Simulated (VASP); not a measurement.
# CdSe (Fm-3m) in VASP: a series of runs

CdSe is run at these levels: PBE+D3(BJ), PBE+D4, PBE; tasks: single point.

Everything below comes from runs of VASP 6.6.1. Logs are shortened: lines on timing, memory, paths and dates and some standing lists are left out, and cuts for length are marked.

## 1. The cell of the first run

The structure is cubic, space group Fm-3m (No. 225). The conventional cell has a = 5.654 Å, b = 5.654 Å, c = 5.654 Å, α = 90.00°, β = 90.00°, γ = 90.00°. Cd (site symmetry m-3m) has 6 Se at 2.83 Å within 3.7 Å. Se (site symmetry m-3m) has 6 Cd at 2.83 Å within 3.7 Å.

## 2. Single point, PBE+D3(BJ)

INCAR

```
  PREC = Accurate
  ENCUT = 520
  EDIFF = 1E-7
  ISMEAR = -1
  SIGMA = 0.05
  LREAL = False
  LASPH = True
  NELM = 100
  ALGO = Normal
  ISIF = 2
  LWAVE = False
  LCHARG = False
  GGA = PE
  IVDW = 12
  NBANDS = 16
```

KPOINTS

```
Automatic mesh
0
Gamma
  8 8 8
```

POSCAR

```
CdSe
1.0
    0.0000000000      2.8268949960      2.8268949960
    2.8268949960      0.0000000000      2.8268949960
    2.8268949960      2.8268949960      0.0000000000
Cd Se
1 1
Direct
    0.0000000000      0.0000000000      0.0000000000
    0.5000000000      0.5000000000      0.5000000000
```

Potentials or basis: VASP PAW PBE potentials, release 64 (Cd, Se).

Run with:

```console
> cat potpaw_PBE.64/Cd/POTCAR potpaw_PBE.64/Se/POTCAR > POTCAR
> mpirun -np 1 vasp_std > vasp.out
```

OUTCAR:

```text
PREC = Accurate
   ENCUT = 520
   EDIFF = 1E-7
   ISMEAR = -1
   LREAL = False
   LASPH = True
   NELM = 100
   ISIF = 2
   GGA = PE
   IVDW = 12
 IVDW          = 12

 ion  position               nearest neighbor table
   1  0.000  0.000  0.000-   2 2.83   2 2.83   2 2.83   2 2.83   2 2.83   2 2.83
   2  0.500  0.500  0.500-   1 2.83   1 2.83   1 2.83   1 2.83   1 2.83   1 2.83

  LATTYP: Found a face centered cubic cell.
 ALAT       =     5.6537899920

  Lattice vectors:

 A1 = (   0.0000000000,   2.8268949960,   2.8268949960)
 A2 = (   2.8268949960,   0.0000000000,   2.8268949960)
 A3 = (   2.8268949960,   2.8268949960,   0.0000000000)

Analysis of symmetry for initial positions (statically):
=====================================================================
 Subroutine PRICEL returns:
 Original cell was already a primitive cell.

 Routine SETGRP: Setting up the symmetry group for a
 face centered cubic supercell.

 Subroutine GETGRP returns: Found 48 space group operations
 (whereof 48 operations were pure point group operations)
 out of a pool of 48 trial point group operations.

The static configuration has the point symmetry O_h .

Analysis of symmetry for dynamics (positions and initial velocities):
=====================================================================
 Subroutine PRICEL returns:
 Original cell was already a primitive cell.

 Routine SETGRP: Setting up the symmetry group for a
 face centered cubic supercell.

 Subroutine GETGRP returns: Found 48 space group operations
 (whereof 48 operations were pure point group operations)
 out of a pool of 48 trial point group operations.

The dynamic configuration has the point symmetry O_h .

 Subroutine INISYM returns: Found 48 space group operations
 (whereof 48 operations are pure point group operations),
 and found     1 'primitive' translations

----------------------------------------------------------------------------------------

                                     Primitive cell

  volume of cell :      45.1813

  direct lattice vectors                    reciprocal lattice vectors
     0.000000000  2.826894996  2.826894996    -0.176872505  0.176872505  0.176872505
     2.826894996  0.000000000  2.826894996     0.176872505 -0.176872505  0.176872505
     2.826894996  2.826894996  0.000000000     0.176872505  0.176872505 -0.176872505

  length of vectors
     3.997833243  3.997833243  3.997833243     0.306352166  0.306352166  0.306352166

  position of ions in fractional coordinates (direct lattice)
     0.000000000  0.000000000  0.000000000
     0.500000000  0.500000000  0.500000000

  ion indices of the primitive-cell ions
   primitive index   ion index
                 1           1
                 2           2

----------------------------------------------------------------------------------------

 KPOINTS: Automatic mesh

Automatic generation of k-mesh.
 Grid dimensions read from file:
 generate k-points for:    8    8    8

 Generating k-lattice:

  Cartesian coordinates                     Fractional coordinates (reciprocal lattice)
    -0.022109063  0.022109063  0.022109063     0.125000000  0.000000000  0.000000000
     0.022109063 -0.022109063  0.022109063     0.000000000  0.125000000  0.000000000
     0.022109063  0.022109063 -0.022109063     0.000000000  0.000000000  0.125000000

  Length of vectors
     0.038294021  0.038294021  0.038294021

  Shift w.r.t. Gamma in fractional coordinates (k-lattice)
     0.000000000  0.000000000  0.000000000

 Subroutine IBZKPT returns following result:
 ===========================================

 Found     29 irreducible k-points:

 Following reciprocal coordinates:
            Coordinates               Weight
  0.000000  0.000000  0.000000      1.000000
  0.125000  0.000000  0.000000      8.000000
  0.250000  0.000000  0.000000      8.000000
  0.375000  0.000000  0.000000      8.000000
  0.500000  0.000000  0.000000      4.000000
  0.125000  0.125000  0.000000      6.000000
[... 16 lines left out ...]
  0.500000  0.250000  0.125000     48.000000
 -0.375000  0.250000  0.125000     24.000000
 [... further k-points ...]
   k-points           NKPTS =     29   k-points in BZ     NKDIM =     29   number of bands    NBANDS=     16
   number of dos      NEDOS =    301   number of ions     NIONS =      2
   total plane-waves  NPLWV =  27000
   dimension x,y,z NGX =    30 NGY =   30 NGZ =   30
   dimension x,y,z NGXF=    60 NGYF=   60 NGZF=   60
   ions per type =               1   1
   NGX,Y,Z   is equivalent  to a cutoff of  12.48, 12.48, 12.48 a.u.
   NGXF,Y,Z  is equivalent  to a cutoff of  24.95, 24.95, 24.95 a.u.
 SYSTEM =  unknown system
   PREC   = accura    normal or accurate (medium, high low for compatibility)
   ISTART =      0    job   : 0-new  1-cont  2-samecut
   ICHARG =      2    charge: 1-file 2-atom 10-const
   ISPIN  =      1    spin polarized calculation?
   LNONCOLLINEAR =      F non collinear calculations
   LSORBIT =      F    spin-orbit coupling
   LASPH  =      T    aspherical Exc in radial PAW
   ENCUT  =  520.0 eV  38.22 Ry    6.18 a.u.   7.43  7.43  7.43*2*pi/ulx,y,z
   NELM   =    100;   NELMIN=  2; NELMDL= -5     # of ELM steps
   EDIFF  = 0.1E-06   stopping-criterion for ELM
   LREAL  =      F    real-space projection
   EDIFFG = 0.1E-05   stopping-criterion for IOM
   NSW    =      0    number of steps for IOM
   IBRION =     -1    ionic relax: 0-MD 1-quasi-New 2-CG
   NFREE  =      0    steps in history (QN), initial steepest desc. (CG)
   ISIF   =      2    stress and relaxation
   ISYM   =      2    0-nonsym 1-usesym 2-fastsym
   POTIM  = 0.5000    time-step for ionic-motion
   TEBEG  =    0.0;   TEEND  =   0.0 temperature during run
   PSTRESS=    0.0 pullay stress
   NELECT =      18.0000    total number of electrons
   NUPDOWN=      -1.0000    fix difference up-down
   EMIN   =  10.00;   EMAX   =-10.00  energy-range for DOS
   EFERMI =   0.00;   METHOD = LEGACY
   ISMEAR =    -1;   SIGMA  =   0.05  broadening in eV -4-tet -1-fermi 0-gaus
   EFERMI_NEDOS =   21; number of points for ismear=-14 and -15
   IALGO  =     38    algorithm
   IMIX   =      4    mixing-type and parameters
     AMIX     =   0.40;   BMIX     =  1.00
     AMIX_MAG =   1.60;   BMIX_MAG =  1.00
  volume/ion in A,a.u.               =      22.59       152.45
  Fermi-wavevector in a.u.,A,eV,Ry     =   1.204609  2.276380 19.743170  1.451082
  Thomas-Fermi vector in A             =   2.340329
   LORBIT       =      0    0 simple, 1 ext, 2 COOP (PROOUT), +10 PAW based schemes
   GGA     = PE    functional components
   LHFCALC =     F    Hartree Fock is set to
   AEXX    =    0.0000 exact exchange contribution
   IVDW    =    12    specifies the selected vdW correction
   LEPSILON=     F    determine dielectric tensor
   LRPA    =     F    only Hartree local field effects (RPA)
 non-spin polarized calculation
  energy-cutoff  :      520.00
  volume of cell :       45.18
 maximum number of plane-waves:      1243
 NGX is ok and might be reduce to    30
   NGX = 15   NGY = 15   NGZ = 15

 number of electron      17.9999994 magnetization

 Free energy of the ion-electron system (eV)
  ---------------------------------------------------
  ext. energy  EPLUGINS =         0.00000000
  ---------------------------------------------------
  free energy    TOTEN  =        -5.18274021 eV

  energy without entropy =       -5.18039778  energy(sigma->0) =       -5.18156899

 E-fermi :   2.8174     XC(G=0): -10.2383

 val. band max:        2.7027666304   @ k =  -0.2500   0.1250   0.0000
 cond. band min:       2.9907852784   @ k =   0.0000   0.0000   0.0000
 fundamental gap:      0.2880186480
 Fermi energy:         2.8173967070

 k-point     1 :       0.0000    0.0000    0.0000
  band No.  band energies     occupation
      1     -10.4796      2.00000
      2      -5.3107      2.00000
      3      -5.3107      2.00000
      4      -5.2932      2.00000
      5      -5.2932      2.00000
      6      -5.2932      2.00000
[... 8 lines left out ...]
     15      12.7375      0.00000
     16      12.8803      0.00000

 k-point     2 :       0.1250    0.0000    0.0000
  band No.  band energies     occupation
      1     -10.3571      2.00000
      2      -5.3480      2.00000
      3      -5.3480      2.00000
      4      -5.3046      2.00000
      5      -5.2721      2.00000
      6      -5.2721      2.00000
[... 8 lines left out ...]
     15      12.2155      0.00000
     16      12.4731      0.00000

 k-point     3 :       0.2500    0.0000    0.0000
  band No.  band energies     occupation
      1     -10.0303      2.00000
      2      -5.4398      2.00000
      3      -5.4398      2.00000
      4      -5.3468      2.00000
      5      -5.2162      2.00000
      6      -5.2162      2.00000
[... 8 lines left out ...]
     15      13.0182      0.00000
     16      13.0182      0.00000

 k-point     4 :       0.3750    0.0000    0.0000
  band No.  band energies     occupation
      1      -9.6427      2.00000
      2      -5.5286      2.00000
      3      -5.5286      2.00000
      4      -5.4283      2.00000
      5      -5.1591      2.00000
      6      -5.1591      2.00000
[... 8 lines left out ...]
     15      14.4749      0.00000
     16      14.4749      0.00000
[... 324 lines left out ...]
 k-point    22 :       0.3750    0.2500    0.1250
  band No.  band energies     occupation
      1      -9.8444      2.00000
      2      -5.4587      2.00000
      3      -5.3816      2.00000
      4      -5.3415      2.00000
      5      -5.2004      2.00000
      6      -5.1492      2.00000
[... 8 lines left out ...]
     15      15.3968      0.00000
     16      15.5756      0.00000

 k-point    23 :       0.5000    0.2500    0.1250
  band No.  band energies     occupation
      1      -9.5875      2.00000
      2      -5.4659      2.00000
      3      -5.3965      2.00000
      4      -5.3394      2.00000
      5      -5.1521      2.00000
      6      -5.0840      2.00000
[... 8 lines left out ...]
     15      15.5509      0.00000
     16      16.1930      0.00000

 k-point    24 :      -0.3750    0.2500    0.1250
  band No.  band energies     occupation
      1      -9.4739      2.00000
      2      -5.4975      2.00000
      3      -5.3647      2.00000
      4      -5.3356      2.00000
      5      -5.1238      2.00000
      6      -5.0540      2.00000
[... 8 lines left out ...]
     15      14.0833      0.00000
     16      16.8614      0.00000

 [... further k-points ...]

------------------------ aborting loop because EDIFF is reached ----------------------------------------

 Edisp (eV)   -0.81596

 E8    (eV) :    -0.3519

  FORCE on cell =-STRESS in cart. coord.  units (eV):
  Direction    XX          YY          ZZ          XY          YZ          ZX
  --------------------------------------------------------------------------------------
  -------------------------------------------------------------------------------------
  Total       0.11172     0.11172     0.11172    -0.00000     0.00000     0.00000
  in kB       3.96176     3.96176     3.96176    -0.00000     0.00000     0.00000
  external pressure =        3.96 kB  Pullay stress =        0.00 kB

 VOLUME and BASIS-vectors are now :
 -----------------------------------------------------------------------------
  energy-cutoff  :      520.00
  volume of cell :       45.18
      direct lattice vectors                 reciprocal lattice vectors
     0.000000000  2.826894996  2.826894996    -0.176872505  0.176872505  0.176872505
     2.826894996  0.000000000  2.826894996     0.176872505 -0.176872505  0.176872505
     2.826894996  2.826894996  0.000000000     0.176872505  0.176872505 -0.176872505

 POSITION                                       TOTAL-FORCE (eV/Angst)
 -----------------------------------------------------------------------------------
      0.00000      0.00000      0.00000        -0.000000     -0.000000     -0.000000
      2.82689      2.82689      2.82689         0.000000      0.000000      0.000000
 -----------------------------------------------------------------------------------
    total drift:                               -0.000000      0.000000      0.000000

  FREE ENERGIE OF THE ION-ELECTRON SYSTEM (eV)
  ---------------------------------------------------
  free  energy   TOTEN  =        -5.9986960696 eV

  energy  without entropy=       -5.9963536437  energy(sigma->0) =       -5.99752486
```

Run time: 26 s. Hardware: 1 thread of AMD EPYC 7R13 (Zen 3), shared host; peak memory 0.15 GiB.

What came out:

| Item | Value |
| --- | --- |
| Free energy | -5.9987 eV |
| Pressure | 0.4 GPa |
| Band gap on the k mesh | zero (band 9 reaches 2.70 eV, above the bottom of band 10 at 2.25 eV) |
| Dispersion energy per atom | -0.408 eV |

Caveat: pairwise dispersion overbinds metals, which lowers pressure and volume.

## 3. Single point, PBE+D4

This run uses another cell than the first one, of 22.65 Å³/atom, 1.002 times its volume.

INCAR

```
ALGO = Normal
EDIFF = 1E-7
ENCUT = 520
GGA = PE
ISIF = 2
ISMEAR = -1
IVDW = 13
LASPH = True
LCHARG = False
LREAL = False
LWAVE = False
NBANDS = 16
NELM = 100
PREC = Accurate
SIGMA = 0.05
```

KPOINTS

```
k-points
0
Gamma
  8 8 8
```

POSCAR

```
CdSe
1.0
    0.0000000000      2.8291985857      2.8291985857
    2.8291985857      0.0000000000      2.8291985857
    2.8291985857      2.8291985857      0.0000000000
Cd Se
1 1
Direct
    0.0000000000      0.0000000000      0.0000000000
    0.5000000000      0.5000000000      0.5000000000
```

Potentials or basis: VASP PAW PBE potentials, release 64 (Cd, Se).

Run with:

```console
> cat potpaw_PBE.64/Cd/POTCAR potpaw_PBE.64/Se/POTCAR > POTCAR
> mpirun -np 1 vasp_std > vasp.out
```

It took 25 s on 1 thread of AMD EPYC 7R13 (Zen 3), shared host; peak memory 0.14 GiB.

It converged, with:

```yaml
Free_energy: -6.0018 eV
Pressure: 0.4 GPa
Band_gap_on_the_k_mesh: zero (band 9 reaches 2.68 eV, above the bottom of band 10 at 2.23 eV)
Dispersion_energy_per_atom: -0.408 eV
```

Levels at points of the mesh, in eV from the Fermi level:
```
           k point  band 5  band 6  band 7  band 8  band 9  band 10  band 11  band 12  band 13  band 14
(0.00, 0.00, 0.00)   -8.10   -8.10   -0.78   -0.78   -0.78     0.16     8.58     8.58     8.58     9.91
(0.50, 0.00, 0.00)   -7.95   -7.95   -5.27   -0.14   -0.14     2.90     5.15     5.15     6.18    11.32
(0.50, 0.50, 0.00)   -7.89   -7.33   -4.48   -2.32   -2.32    -0.56     5.30     9.95    10.54    10.54
```

Caveat: pairwise dispersion overbinds metals, which lowers pressure and volume.

## 4. Single point, PBE

This run uses another cell than the first one, of 23.74 Å³/atom, 1.051 times its volume.

INCAR

```
SYSTEM = CdSe
ALGO = Normal
EDIFF = 1E-6
ENCUT = 520
GGA = PE
ISIF = 2
ISMEAR = 0
LASPH = .TRUE.
LCHARG = .FALSE.
LREAL = .FALSE.
LWAVE = .FALSE.
NBANDS = 16
NELM = 80
PREC = Accurate
SIGMA = 0.02
```

KPOINTS

```
k-points
0
G
  8 8 8
  0 0 0
```

POSCAR

```
CdSe
1.0
    0.0000000000      2.8739580000      2.8739580000
    2.8739580000      0.0000000000      2.8739580000
    2.8739580000      2.8739580000      0.0000000000
Cd Se
1 1
Direct
    0.0000000000      0.0000000000      0.0000000000
    0.5000000000      0.5000000000      0.5000000000
```

Run with:

```console
> cat potpaw_PBE.64/Cd/POTCAR potpaw_PBE.64/Se/POTCAR > POTCAR
> mpirun -np 1 vasp_std > vasp.out
```

It took 19 s on 1 thread of AMD EPYC 7R13 (Zen 3), shared host; peak memory 0.14 GiB.

It converged, with:

- Free energy: -5.2039 eV
- Pressure: 0.0 GPa
- Band gap on the k mesh: zero (band 9 reaches 2.25 eV, above the bottom of band 10 at 1.81 eV)

Levels at points of the mesh, in eV from the Fermi level:
| k point | band 7 | band 8 | band 9 | band 10 | band 11 | band 12 |
| --- | --- | --- | --- | --- | --- | --- |
| (0.00, 0.00, 0.00) | -0.61 | -0.61 | -0.61 | 0.08 | 8.64 | 8.64 |
| (0.50, 0.00, 0.00) | -4.93 | -0.05 | -0.05 | 3.02 | 5.26 | 5.26 |
| (0.50, 0.50, 0.00) | -4.07 | -2.04 | -2.04 | -0.46 | 5.47 | 9.71 |

## 5. Summary

```csv
level,cell,smearing,gap on the mesh (eV),pressure (GPa)
PBE+D3(BJ),"a = 3.998 Å, angles 60.0°, 2 atoms",fermi-dirac 0.05 eV,none,0.4
PBE+D4,"a = 4.001 Å, angles 60.0°, 2 atoms",fermi-dirac 0.05 eV,none,0.4
PBE,"a = 4.064 Å, angles 60.0°, 2 atoms",gaussian 0.02 eV,none,0.0
```

Alike in all rows: task single point; potentials or basis VASP PAW PBE potentials, release 64 (Cd, Se); no spin polarisation; k mesh 8 × 8 × 8; cutoff (eV) 520.

Caveats: pairwise dispersion overbinds metals, which lowers pressure and volume (some runs).

Absolute energies hang on the potentials; compare differences alone.
